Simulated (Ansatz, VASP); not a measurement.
## One calculation of KF, two programs

```
K F
1.0
     0.01355    2.70989    2.70989
     2.70989    0.01355    2.70989
     2.72344    2.72344    0.00000
K F
1 1
Cartesian
  0.0000 0.0000 0.0000
  2.7234 2.7234 2.7099
```

Change from the starting cell: xy shear strain of +1 %, crystal datasets.

Alike in both runs: task electric field gradients; functional PBE; k mesh 16 × 16 × 16; occupations fermi-dirac, width 0.08 eV; no spin polarisation.

|  | VASP | Ansatz |
| --- | --- | --- |
| version | VASP 6.6.1 | Ansatz 0.2.0 |
| potentials or method | VASP PAW PBE potentials, release 64 (K_sv, F), cutoff 520 eV | all-electron PAW with datasets made for the crystal, scalar-relativistic |

|  | VASP | Ansatz | Ansatz less VASP |
| --- | --- | --- | --- |
| gap on the k mesh at the Fermi level (eV) | 5.94 | 5.95 | +0.011 |
| pressure (GPa) | 0.0 | 0.0 | -0.01 |
| traceless stress, the component that is largest in VASP (GPa) | -0.13 | -0.14 | -0.002 |
| size of Vzz on the site where it differs most (V/Å²) | 1.0 | 0.9 | -0.02 |

Ansatz ran all-electron here, and VASP with PAW potentials.
